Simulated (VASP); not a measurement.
# Cs4Sn2I11 (a cell with a defect) in VASP: notebook, part 2 of 2

VASP 6.6.1. The steps go on from the part before.

### 3 Single point, LDA (atoms taken out, then relaxed in part)

File INCAR:

```
SYSTEM = Cs4Sn2I11
PREC     = Accurate       ! precision mode
ENCUT    = 400            ! plane-wave cutoff, eV
EDIFF    = 1E-6           ! SCF threshold, eV
ISMEAR   = 0              ! smearing method
SIGMA    = 0.1            ! smearing width, eV
LREAL    = .FALSE.        ! projectors in reciprocal space
LASPH    = .TRUE.         ! aspherical terms in the spheres
NELM     = 120            ! most SCF steps
ALGO     = Normal         ! electronic algorithm
ISIF     = 2              ! what is computed and relaxed
LWAVE    = .FALSE.        ! write WAVECAR
LCHARG   = .TRUE.         ! write CHGCAR
LELF     = .TRUE.         ! ELF
LVHAR    = .TRUE.       
NBANDS   = 84             ! bands
GGA_COMPAT= .FALSE.
```

File KPOINTS:

```
Automatic mesh
0
G
  3 3 3
  0 0 0
```

File POSCAR:

```
Cs4Sn2I11
1.0
    5.6412849885     -5.6412849885      0.0000000000
   -5.6412849885     -5.6412849885      0.0000000000
    0.0000000000      0.0000000000    -11.2825699770
Cs Sn I
4 2 11
Direct
    0.4881318846     -0.0059432365      0.2609546542
    0.0059432365      0.5118681154      0.7390453458
    0.4881318846     -0.0059432365      0.7390453458
    0.0059432365      0.5118681154      0.2609546542
    0.5051713410      0.4948286590      0.5000000000
    0.0253541948     -0.0253541948      0.0000000000
    0.2467004848      0.7532995152      0.5000000000
    0.2496177536      0.2573661272      0.0000000000
    0.7556163354      0.7550468977      0.5000000000
    0.7426338728      0.7503822464      0.0000000000
    0.2449531023      0.2443836646      0.5000000000
    0.2692514956      0.7307485044      0.0000000000
    0.7596265508      0.2403734492      0.5000000000
    0.5086723665      0.4913276335      0.7568190783
   -0.0260023375      0.0260023375      0.2479882872
    0.5086723665      0.4913276335      0.2431809217
   -0.0260023375      0.0260023375      0.7520117128
```

Potentials or basis: VASP PAW LDA potentials, release 64 (Cs_sv, Sn_d, I).

Launch:

```console
$ cat potpaw_LDA.64/Cs_sv/POTCAR potpaw_LDA.64/Sn_d/POTCAR potpaw_LDA.64/I/POTCAR > POTCAR
$ mpirun -np 1 vasp_std > vasp.out
```

OUTCAR:

```text
SYSTEM = Cs4Sn2I11
   PREC = Accurate
   ENCUT = 400
   EDIFF = 1E-6
   ISMEAR = 0
   LREAL = .FALSE.
   LASPH = .TRUE.
   NELM = 120
   ISIF = 2

 ion  position               nearest neighbor table
   1  0.488  0.994  0.261-
   2  0.006  0.512  0.739-
   3  0.488  0.994  0.739-
   4  0.006  0.512  0.261-
   5  0.505  0.495  0.500-  13 2.87  11 2.88   9 2.88  14 2.90  16 2.90   7 2.92
   6  0.025  0.975  0.000-  12 2.75  15 2.86  17 2.86  10 2.88   8 2.88
   7  0.247  0.753  0.500-   5 2.92
   8  0.250  0.257  0.000-   6 2.88
   9  0.756  0.755  0.500-   5 2.88
  10  0.743  0.750  0.000-   6 2.88
  11  0.245  0.244  0.500-   5 2.88
  12  0.269  0.731  0.000-   6 2.75
  13  0.760  0.240  0.500-   5 2.87
  14  0.509  0.491  0.757-   5 2.90
  15  0.974  0.026  0.248-   6 2.86
  16  0.509  0.491  0.243-   5 2.90
  17  0.974  0.026  0.752-   6 2.86

  LATTYP: Found a simple tetragonal cell.
 ALAT       =     7.9779817399
 C/A-ratio  =     1.4142135624

  Lattice vectors:

 A1 = (   5.6412849885,  -5.6412849885,   0.0000000000)
 A2 = (  -5.6412849885,  -5.6412849885,   0.0000000000)
 A3 = (   0.0000000000,   0.0000000000, -11.2825699770)

Analysis of symmetry for initial positions (statically):
=====================================================================
 Subroutine PRICEL returns:
 Original cell was already a primitive cell.

 Routine SETGRP: Setting up the symmetry group for a
 simple tetragonal supercell.

 Subroutine GETGRP returns: Found  4 space group operations
 (whereof  4 operations were pure point group operations)
 out of a pool of 16 trial point group operations.

The static configuration has the point symmetry C_2v.

Analysis of symmetry for dynamics (positions and initial velocities):
=====================================================================
 Subroutine PRICEL returns:
 Original cell was already a primitive cell.

 Routine SETGRP: Setting up the symmetry group for a
 simple tetragonal supercell.

 Subroutine GETGRP returns: Found  4 space group operations
 (whereof  4 operations were pure point group operations)
 out of a pool of 16 trial point group operations.

The dynamic configuration has the point symmetry C_2v.

 Subroutine INISYM returns: Found  4 space group operations
 (whereof  4 operations are pure point group operations),
 and found     1 'primitive' translations

----------------------------------------------------------------------------------------

                                     Primitive cell

  volume of cell :     718.1152

  direct lattice vectors                    reciprocal lattice vectors
     5.641284988 -5.641284988  0.000000000     0.088632289 -0.088632289  0.000000000
    -5.641284988 -5.641284988  0.000000000    -0.088632289 -0.088632289  0.000000000
     0.000000000  0.000000000-11.282569977     0.000000000  0.000000000 -0.088632289

  length of vectors
     7.977981740  7.977981740 11.282569977     0.125344985  0.125344985  0.088632289

  position of ions in fractional coordinates (direct lattice)
     0.488131885  0.994056763  0.260954654
[... 65 lines left out ...]
  0.000000  0.000000  0.000000      1.000000
  0.333333  0.000000  0.000000      4.000000
  0.333333  0.333333  0.000000      2.000000
 -0.333333  0.333333  0.000000      2.000000
  0.000000  0.000000  0.333333      2.000000
  0.333333  0.000000  0.333333      8.000000
  0.333333  0.333333  0.333333      4.000000
 -0.333333  0.333333  0.333333      4.000000
   k-points           NKPTS =      8   k-points in BZ     NKDIM =      8   number of bands    NBANDS=     84
   number of dos      NEDOS =    301   number of ions     NIONS =     17
   total plane-waves  NPLWV = 233280
   dimension x,y,z NGX =    54 NGY =   54 NGZ =   80
   dimension x,y,z NGXF=   108 NGYF=  108 NGZF=  160
   ions per type =               4   2  11
   NGX,Y,Z   is equivalent  to a cutoff of  11.25, 11.25, 11.79 a.u.
   NGXF,Y,Z  is equivalent  to a cutoff of  22.51, 22.51, 23.58 a.u.
 SYSTEM =  Cs4Sn2I11
   PREC   = accura    normal or accurate (medium, high low for compatibility)
   ISTART =      0    job   : 0-new  1-cont  2-samecut
   ICHARG =      2    charge: 1-file 2-atom 10-const
   ISPIN  =      1    spin polarized calculation?
   LNONCOLLINEAR =      F non collinear calculations
   LSORBIT =      F    spin-orbit coupling
   LASPH  =      T    aspherical Exc in radial PAW
   ENCUT  =  400.0 eV  29.40 Ry    5.42 a.u.  13.01 13.01 18.40*2*pi/ulx,y,z
   NELM   =    120;   NELMIN=  2; NELMDL= -5     # of ELM steps
   EDIFF  = 0.1E-05   stopping-criterion for ELM
   LREAL  =      F    real-space projection
   EDIFFG = 0.1E-04   stopping-criterion for IOM
   NSW    =      0    number of steps for IOM
   IBRION =     -1    ionic relax: 0-MD 1-quasi-New 2-CG
   NFREE  =      0    steps in history (QN), initial steepest desc. (CG)
   ISIF   =      2    stress and relaxation
   ISYM   =      2    0-nonsym 1-usesym 2-fastsym
   POTIM  = 0.5000    time-step for ionic-motion
   TEBEG  =    0.0;   TEEND  =   0.0 temperature during run
   PSTRESS=    0.0 pullay stress
   NELECT =     141.0000    total number of electrons
   NUPDOWN=      -1.0000    fix difference up-down
   EMIN   =  10.00;   EMAX   =-10.00  energy-range for DOS
   EFERMI =   0.00;   METHOD = LEGACY
   ISMEAR =     0;   SIGMA  =   0.10  broadening in eV -4-tet -1-fermi 0-gaus
   EFERMI_NEDOS =   21; number of points for ismear=-14 and -15
   IALGO  =     38    algorithm
   IMIX   =      4    mixing-type and parameters
     AMIX     =   0.40;   BMIX     =  1.00
     AMIX_MAG =   1.60;   BMIX_MAG =  1.00
  volume/ion in A,a.u.               =      42.24       285.06
  Fermi-wavevector in a.u.,A,eV,Ry     =   0.951517  1.798106 12.318502  0.905384
  Thomas-Fermi vector in A             =   2.079994
   LORBIT       =      0    0 simple, 1 ext, 2 COOP (PROOUT), +10 PAW based schemes
   GGA     = CA    functional components
   LHFCALC =     F    Hartree Fock is set to
   AEXX    =    0.0000 exact exchange contribution
   IVDW    =     0    specifies the selected vdW correction
   LEPSILON=     F    determine dielectric tensor
   LRPA    =     F    only Hartree local field effects (RPA)
 non-spin polarized calculation
 Gauss-broadening in eV      SIGMA  =   0.10
  energy-cutoff  :      400.00
  volume of cell :      718.12
 maximum number of plane-waves:     13085
 NGX is ok and might be reduce to    54
   NGX = 27   NGY = 27   NGZ = 37

 number of electron     141.0000021 magnetization

 Free energy of the ion-electron system (eV)
  ---------------------------------------------------
  ext. energy  EPLUGINS =         0.00000000
  ---------------------------------------------------
  free energy    TOTEN  =       -51.21961787 eV

  energy without entropy =      -51.20652354  energy(sigma->0) =      -51.21307070

 E-fermi :   2.8081     XC(G=0):  -8.3953

 val. band max:        2.7485182699   @ k =   0.3333   0.0000   0.3333
 cond. band min:       2.9234254766   @ k =  -0.3333   0.3333   0.0000
 fundamental gap:      0.1749072067
 Fermi energy:         2.8081123170

 k-point     1 :       0.0000    0.0000    0.0000
  band No.  band energies     occupation
      1     -19.0754      2.00000
      2     -19.0204      2.00000
      3     -19.0117      2.00000
      4     -19.0044      2.00000
      5     -18.9646      2.00000
      6     -18.8938      2.00000
[... 669 lines left out ...]
     81       7.2947      0.00000
     82       7.4247      0.00000
 [bands above 82 left out]

------------------------ aborting loop because EDIFF is reached ----------------------------------------

  FORCE on cell =-STRESS in cart. coord.  units (eV):
  Direction    XX          YY          ZZ          XY          YZ          ZX
  --------------------------------------------------------------------------------------
  -------------------------------------------------------------------------------------
  Total       -1.0326259      1.2079392      0.1213216      0.0000000      0.0000000      0.0000000
  in kB       -2.3038781      2.6950171      0.2706790      0.0000000      0.0000000      0.0000000
  external PRESSURE =       0.2206060 kB  Pullay stress =       0.0000000 kB

 VOLUME and BASIS-vectors are now :
 -----------------------------------------------------------------------------
  energy-cutoff  :      400.00
  volume of cell :      718.12
      direct lattice vectors                 reciprocal lattice vectors
     5.641284988 -5.641284988  0.000000000     0.088632289 -0.088632289  0.000000000
    -5.641284988 -5.641284988  0.000000000    -0.088632289 -0.088632289  0.000000000
     0.000000000  0.000000000-11.282569977     0.000000000  0.000000000 -0.088632289

 POSITION                                       TOTAL-FORCE (eV/Angst)
 -----------------------------------------------------------------------------------
     -2.85407     -8.36145     -2.94424        -0.002215      0.002552      0.007708
     -2.85407     -2.92112     -8.33833        -0.002215     -0.002552     -0.007708
     -2.85407     -8.36145     -8.33833        -0.002215      0.002552     -0.007708
     -2.85407     -2.92112     -2.94424        -0.002215     -0.002552      0.007708
      0.05835     -5.64128     -5.64128        -0.016151      0.000000      0.000000
     -5.35522     -5.64128      0.00000         0.002346      0.000000      0.000000
[... 9 lines left out ...]
      0.09785     -5.64128     -2.74371        -0.001397      0.000000      0.005900
      5.34791     -5.64128     -8.48462         0.002596      0.000000     -0.003241
 -----------------------------------------------------------------------------------
    total drift:                               -0.002899     -0.000000     -0.000000

  FREE ENERGIE OF THE ION-ELECTRON SYSTEM (eV)
  ---------------------------------------------------
  free  energy   TOTEN  =       -51.2196178697 eV

  energy  without entropy=      -51.2065235398  energy(sigma->0) =      -51.21307070
```

It took 17 min on 1 thread of Oxide Virtual Turin-like, shared host; peak memory 0.51 GiB.

What came out:

* Free energy: -51.2196 eV
* Pressure: 0.0 GPa
* Largest force: 0.016 eV/Å
* Band gap on the k mesh: zero (an odd number of electrons rules out a gap without spin polarisation)

Forces on the atoms (eV/Å):
```
Cs  -0.002  0.003  0.008
Cs  -0.002 -0.003 -0.008
Cs  -0.002  0.003 -0.008
Cs  -0.002 -0.003  0.008
Sn  -0.016  0.000  0.000
Sn   0.002  0.000  0.000
I    0.004  0.000  0.000
I    0.002 -0.002  0.000
I   -0.001 -0.006  0.000
I    0.002  0.002  0.000
I   -0.001  0.006  0.000
I    0.014  0.000  0.000
I    0.001  0.000  0.000
I   -0.001  0.000 -0.006
I    0.003  0.000  0.003
I   -0.001  0.000  0.006
I    0.003  0.000 -0.003
```

Levels at points of the mesh, in eV from the Fermi level:
```
           k point  band 68  band 69  band 70  band 71  band 72  band 73
(0.00, 0.00, 0.00)    -0.97    -0.88    -0.60    -0.59     0.64     2.20
```

Caveat: the cell differs from its parent crystal (atoms taken out, then relaxed in part); spin-orbit coupling is left out, which moves the levels of the heavy elements; an odd number of electrons without spin polarisation forces a metal; a magnetic or distorted state may lie lower.

The gap in the log of VASP goes by the Fermi energy; the results here count the filled bands.